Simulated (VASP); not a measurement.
Write the native input for VASP 6.6.1 that does the following.

```
Task                   : relaxation of cell and atoms
Functional             : LDA
Potentials or basis    : VASP PAW PBE potentials, release 64 (Lu)
Cutoff                 : 600 eV
k mesh                 : 15 × 15 × 15
Occupations            : fermi-dirac, width 0.1 eV
Spin                   : no spin polarisation
Target pressure        : 10 GPa
Dipole correction      : no
Further INCAR settings : ALGO = Normal; EDIFF = 1e-06; IBRION = 2; EDIFFG = -0.02; NSW = 60; ISIF = 3
```

The structure of Lu lies in POSCAR:

```
Lu
1.0
    3.1900000000      0.0000000000      0.0000000000
    0.0000000000      3.1900000000      0.0000000000
    0.0000000000      0.0000000000      3.1900000000
Lu
1
Direct
    0.0000000000      0.0000000000      0.0000000000
```

This isn't the form of Lu at room conditions, which is hcp.

These files were run (other wordings do the same):

INCAR

```
SYSTEM = Lu
PREC = Accurate
ENCUT = 600
EDIFF = 1E-6
ISMEAR = -1
SIGMA = 0.1
LREAL = .False.
LASPH = .True.
NELM = 60
ALGO = Normal
ISIF = 3
LWAVE = .False.
LCHARG = .False.
GGA = CA
IBRION = 2
NSW = 60
EDIFFG = -0.02
PSTRESS = 100.0
```

KPOINTS

```
regular mesh
0
Gamma
  15 15 15
  0 0 0
```

Potentials or basis: VASP PAW PBE potentials, release 64 (Lu).

The run is started by

```console
$ cat potpaw_PBE.64/Lu/POTCAR > POTCAR
$ mpirun -np 1 vasp_std > vasp.out
```

Results of the run:

```json
{
  "Relaxed volume": "23.36 Å³/atom",
  "Relaxed cell": "a = 2.859 Å, b = 2.859 Å, c = 2.859 Å, α = 90.00°, β = 90.00°, γ = 90.00°",
  "Space group after relaxing (to 0.1 Å)": "Pm-3m (No. 221)",
  "Energy change on relaxing (the run minimises the enthalpy)": "+89.8 meV/atom",
  "Ionic steps": "6",
  "Pressure after relaxing": "9.9 GPa",
  "Band gap on the k mesh": "zero (an odd number of electrons rules out a gap without spin polarisation)"
}
```

Caveat: the cell is relaxed towards a set pressure, so the run minimises the enthalpy, not the energy; the volume moved by over 15 % at a fixed basis, so the end points are rough; the PAW data sets were made with another functional, which shifts forces and pressure a little; spin-orbit coupling is left out, which moves the levels of the heavy elements.

Wall time 5.5 min on 1 thread of Intel(R) Xeon(R) Platinum 8375C CPU @ 2.90GHz (Ice Lake), on a shared host, peak memory 0.23 GiB.
